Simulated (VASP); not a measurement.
# Ga (Cmce) in VASP: notebook, part 2 of 2

VASP 6.6.1.

## Step 3: Electric field gradients, PBE

INCAR

```
SYSTEM = Ga
  PREC = Accurate
  ENCUT = 520
  EDIFF = 1E-8
  ISMEAR = -1
  SIGMA = 0.03
  LREAL = .FALSE.
  LASPH = .TRUE.
  NELM = 100
  ALGO = Normal
  ISIF = 2
  LWAVE = .FALSE.
  LCHARG = .FALSE.
  GGA = PE
  LEFG = .TRUE.
  NBANDS = 34
```

KPOINTS

```
regular mesh
0
G
  11 11 9
  0 0 0
```

POSCAR

```
Ga
1.0
    2.2553500000     -3.8224000000      0.0000000000
    2.2553500000      3.8224000000      0.0000000000
    0.0000000000      0.0000000000      4.5167000000
Ga
4
Direct
    0.1525000000      0.8475000000      0.0785000000
    0.6525000000      0.3475000000      0.4215000000
    0.8475000000      0.1525000000      0.9215000000
    0.3475000000      0.6525000000      0.5785000000
```

Potentials or basis: VASP PAW PBE potentials, release 64 (Ga_d).

Run with:

```console
$ cat potpaw_PBE.64/Ga_d/POTCAR > POTCAR
$ mpirun -np 1 vasp_std > vasp.out
```

OUTCAR:

```text
SYSTEM = Ga
   PREC = Accurate
   ENCUT = 520
   EDIFF = 1E-8
   ISMEAR = -1
   LREAL = .FALSE.
   LASPH = .TRUE.
   NELM = 100
   ISIF = 2
   GGA = PE

 ion  position               nearest neighbor table
   1  0.153  0.847  0.078-   3 2.44   4 2.71   4 2.71   2 2.74   2 2.74   3 2.79   3 2.79
   2  0.653  0.347  0.422-   4 2.44   3 2.71   3 2.71   1 2.74   1 2.74   4 2.79   4 2.79
   3  0.847  0.153  0.922-   1 2.44   2 2.71   2 2.71   4 2.74   4 2.74   1 2.79   1 2.79
   4  0.347  0.653  0.578-   2 2.44   1 2.71   1 2.71   3 2.74   3 2.74   2 2.79   2 2.79

  LATTYP: Found a base centered orthorhombic cell.
 ALAT       =     4.5107000000
 B/A-ratio  =     1.6948145521
 C/A-ratio  =     1.0013301705

  Lattice vectors:

 A1 = (   2.2553500000,  -3.8224000000,   0.0000000000)
 A2 = (   2.2553500000,   3.8224000000,   0.0000000000)
 A3 = (   0.0000000000,   0.0000000000,   4.5167000000)

Analysis of symmetry for initial positions (statically):
=====================================================================
 Subroutine PRICEL returns:
 Original cell was already a primitive cell.

 Routine SETGRP: Setting up the symmetry group for a
 base centered orthorhombic supercell.

 Subroutine GETGRP returns: Found  8 space group operations
 (whereof  4 operations were pure point group operations)
 out of a pool of  8 trial point group operations.

The static configuration has the point symmetry C_2h.
 The point group associated with its full space group is D_2h.

Analysis of symmetry for dynamics (positions and initial velocities):
=====================================================================
 Subroutine PRICEL returns:
 Original cell was already a primitive cell.

 Routine SETGRP: Setting up the symmetry group for a
 base centered orthorhombic supercell.

 Subroutine GETGRP returns: Found  8 space group operations
 (whereof  4 operations were pure point group operations)
 out of a pool of  8 trial point group operations.

The dynamic configuration has the point symmetry C_2h.
 The point group associated with its full space group is D_2h.

 Subroutine INISYM returns: Found  8 space group operations
 (whereof  4 operations are pure point group operations),
 and found     1 'primitive' translations

----------------------------------------------------------------------------------------

                                     Primitive cell

  volume of cell :      77.8756

  direct lattice vectors                    reciprocal lattice vectors
     2.255350000 -3.822400000  0.000000000     0.221695081 -0.130807869  0.000000000
     2.255350000  3.822400000  0.000000000     0.221695081  0.130807869  0.000000000
     0.000000000  0.000000000  4.516700000     0.000000000  0.000000000  0.221400580

  length of vectors
     4.438169148  4.438169148  4.516700000     0.257409028  0.257409028  0.221400580

  position of ions in fractional coordinates (direct lattice)
     0.152500000  0.847500000  0.078500000
     0.652500000  0.347500000  0.421500000
     0.847500000  0.152500000  0.921500000
     0.347500000  0.652500000  0.578500000

[... 94 lines left out ...]
   EFERMI_NEDOS =   21; number of points for ismear=-14 and -15
   IALGO  =     38    algorithm
   IMIX   =      4    mixing-type and parameters
     AMIX     =   0.40;   BMIX     =  1.00
     AMIX_MAG =   1.60;   BMIX_MAG =  1.00
  volume/ion in A,a.u.               =      19.47       131.38
  Fermi-wavevector in a.u.,A,eV,Ry     =   1.430899  2.704006 27.857529  2.047471
  Thomas-Fermi vector in A             =   2.550694
   LORBIT       =      0    0 simple, 1 ext, 2 COOP (PROOUT), +10 PAW based schemes
   GGA     = PE    functional components
   LHFCALC =     F    Hartree Fock is set to
   AEXX    =    0.0000 exact exchange contribution
   IVDW    =     0    specifies the selected vdW correction
   LEPSILON=     F    determine dielectric tensor
   LRPA    =     F    only Hartree local field effects (RPA)
 non-spin polarized calculation
  energy-cutoff  :      520.00
  volume of cell :       77.88
 maximum number of plane-waves:      2118
 NGX is ok and might be reduce to    36
   NGX = 17   NGY = 17   NGZ = 17

 number of electron      52.0000009 magnetization

 Free energy of the ion-electron system (eV)
  ---------------------------------------------------
  ext. energy  EPLUGINS =         0.00000000
  ---------------------------------------------------
  free energy    TOTEN  =       -11.57710596 eV

  energy without entropy =      -11.57433550  energy(sigma->0) =      -11.57572073

 E-fermi :   5.1216     XC(G=0): -10.6829

 val. band max:        5.1100998490   @ k =   0.0909   0.0909   0.2222
 cond. band min:       5.1358406227   @ k =   0.4545   0.4545   0.2222
 fundamental gap:      0.0257407737
 Fermi energy:         5.1216401407

 k-point     1 :       0.0000    0.0000    0.0000
  band No.  band energies     occupation
      1     -10.0708      2.00000
      2     -10.0629      2.00000
      3     -10.0618      2.00000
      4     -10.0371      2.00000
      5      -9.9832      2.00000
      6      -9.9522      2.00000
[... 877 lines left out ...]
     33      10.6715      0.00000
     34      11.3003      0.00000

 [... further k-points ...]

------------------------ aborting loop because EDIFF is reached ----------------------------------------

  FORCE on cell =-STRESS in cart. coord.  units (eV):
  Direction    XX          YY          ZZ          XY          YZ          ZX
  --------------------------------------------------------------------------------------
  -------------------------------------------------------------------------------------
  Total        0.7609844      2.0632461      0.7469807      0.0000000      0.0000000      0.0000000
  in kB       15.6561514     42.4482982     15.3680461      0.0000000      0.0000000      0.0000000
  external PRESSURE =      24.4908319 kB  Pullay stress =       0.0000000 kB

 VOLUME and BASIS-vectors are now :
 -----------------------------------------------------------------------------
  energy-cutoff  :      520.00
  volume of cell :       77.88
      direct lattice vectors                 reciprocal lattice vectors
     2.255350000 -3.822400000  0.000000000     0.221695081 -0.130807869  0.000000000
     2.255350000  3.822400000  0.000000000     0.221695081  0.130807869  0.000000000
     0.000000000  0.000000000  4.516700000     0.000000000  0.000000000  0.221400580

 POSITION                                       TOTAL-FORCE (eV/Angst)
 -----------------------------------------------------------------------------------
      2.25535      2.65657      0.35456         0.000000     -0.447324      0.122214
      2.25535     -1.16583      1.90379         0.000000     -0.447324     -0.122214
      2.25535     -2.65657      4.16214         0.000000      0.447324     -0.122214
      2.25535      1.16583      2.61291         0.000000      0.447324      0.122214
 -----------------------------------------------------------------------------------
    total drift:                                0.000000      0.000000     -0.000000

  FREE ENERGIE OF THE ION-ELECTRON SYSTEM (eV)
  ---------------------------------------------------
  free  energy   TOTEN  =       -11.5771059553 eV

  energy  without entropy=      -11.5743354986  energy(sigma->0) =      -11.57572073

 Electric field gradients (V/A^2)
---------------------------------------------------------------------
 ion       V_xx      V_yy      V_zz      V_xy      V_xz      V_yz
---------------------------------------------------------------------
   1      28.348   -40.110    11.762    -0.000     0.000    25.761
   2      28.348   -40.110    11.762    -0.000     0.000   -25.761
   3      28.348   -40.110    11.762     0.000     0.000    25.761
   4      28.348   -40.110    11.762    -0.000    -0.000   -25.761
---------------------------------------------------------------------

 Electric field gradients after diagonalization (V/A^2)
 (convention: |V_zz| > |V_xx| > |V_yy|)
----------------------------------------------------------------------
 ion       V_xx      V_yy      V_zz     asymmetry (V_yy - V_xx)/ V_zz
----------------------------------------------------------------------
   1      28.348    22.381   -50.729       0.118
   2      28.348    22.381   -50.729       0.118
   3      28.348    22.381   -50.729       0.118
   4      28.348    22.381   -50.729       0.118
----------------------------------------------------------------------

           NMR quadrupolar parameters

 Cq : quadrupolar parameter    Cq=e*Q*V_zz/h
 eta: asymmetry parameters     (V_yy - V_xx)/ V_zz
 Q  : nuclear electric quadrupole moment in mb (millibarn)
----------------------------------------------------------------------
 ion       Cq(MHz)       eta       Q (mb)
----------------------------------------------------------------------
   1      -0.123       0.118       1.000
   2      -0.123       0.118       1.000
   3      -0.123       0.118       1.000
   4      -0.123       0.118       1.000
----------------------------------------------------------------------
```

OSZICAR:

```text
N       E                     dE             d eps       ncg     rms          rms(c)
DAV:   1     0.360769598416E+03    0.36077E+03   -0.25368E+04 12528   0.289E+03
DAV:   2     0.326972882597E+02   -0.32807E+03   -0.31977E+03 12624   0.538E+02
DAV:   3    -0.102866164617E+02   -0.42984E+02   -0.42459E+02 13926   0.152E+02
DAV:   4    -0.116441007315E+02   -0.13575E+01   -0.13505E+01 14058   0.301E+01
DAV:   5    -0.116727507720E+02   -0.28650E-01   -0.28639E-01 15512   0.452E+00    0.254E+00
DAV:   6    -0.115939489082E+02    0.78802E-01   -0.19821E-01 15674   0.604E+00    0.140E+00
DAV:   7    -0.115779734603E+02    0.15975E-01   -0.58187E-02 18006   0.265E+00    0.309E-01
DAV:   8    -0.115769252429E+02    0.10482E-02   -0.14225E-02 13148   0.128E+00    0.477E-02
DAV:   9    -0.115770979718E+02   -0.17273E-03   -0.11941E-03 13582   0.353E-01    0.263E-02
DAV:  10    -0.115771036387E+02   -0.56670E-05   -0.21201E-04 14586   0.158E-01    0.636E-03
DAV:  11    -0.115771068997E+02   -0.32609E-05   -0.36427E-05 14086   0.678E-02    0.545E-03
DAV:  12    -0.115771059684E+02    0.93124E-06   -0.13335E-05 15188   0.435E-02    0.786E-04
DAV:  13    -0.115771060465E+02   -0.78120E-07   -0.13092E-06 16170   0.901E-03    0.416E-04
DAV:  14    -0.115771059632E+02    0.83384E-07   -0.72908E-08 14484   0.209E-03    0.115E-04
DAV:  15    -0.115771059553E+02    0.78689E-08   -0.42327E-09  7418   0.576E-04
   1 F= -.11577106E+02 E0= -.11575721E+02  d E =-.277046E-02
```

stdout:

```text
POSCAR found type information on POSCAR Ga
 POSCAR found :  1 types and       4 ions
 scaLAPACK will be used
 LDA part: xc-table for (Slater+PW92), standard interpolation
 POSCAR, INCAR and KPOINTS ok, starting setup
 FFT: planning ... GRIDC
 FFT: planning ... GRID_SOFT
 FFT: planning ... GRID
 WAVECAR not read
 entering main loop
ion   1

ion   2

ion   3

ion   4
```

It took 9.3 min on 1 thread of Intel Xeon Platinum 8488C (Sapphire Rapids), shared host; peak memory 0.44 GiB.

Results:

```yaml
Free_energy: -11.5771 eV
Pressure: 2.4 GPa
Largest_force: 0.464 eV/Å
Band_gap_on_the_k_mesh: zero (band 26 reaches 5.50 eV, above the bottom of band 27 at 4.34 eV)
```

Forces on the atoms (eV/Å):
```
Ga   0.000 -0.447  0.122
Ga   0.000 -0.447 -0.122
Ga   0.000  0.447 -0.122
Ga   0.000  0.447  0.122
```

Stress tensor (GPa, compression positive):
```
1.57 0.00 0.00
0.00 4.24 0.00
0.00 0.00 1.54
```

Levels at points of the mesh, in eV from the Fermi level:
| k point | band 22 | band 23 | band 24 | band 25 | band 26 | band 27 | band 28 | band 29 | band 30 | band 31 |
| --- | --- | --- | --- | --- | --- | --- | --- | --- | --- | --- |
| (0.00, 0.00, 0.00) | -4.36 | -3.70 | -1.70 | -1.60 | -0.91 | 0.89 | 0.93 | 0.94 | 5.11 | 5.44 |

Electric field gradients, principal values (V/Å²):
```tsv
atom	least	middle	greatest (by size)
1 Ga	22.381	28.348	-50.729
2 Ga	22.381	28.348	-50.729
3 Ga	22.381	28.348	-50.729
4 Ga	22.381	28.348	-50.729
```

Caveat: without QUAD_EFG the Cq values of the log hold for a quadrupole moment of 1 mb, not for the nuclei.
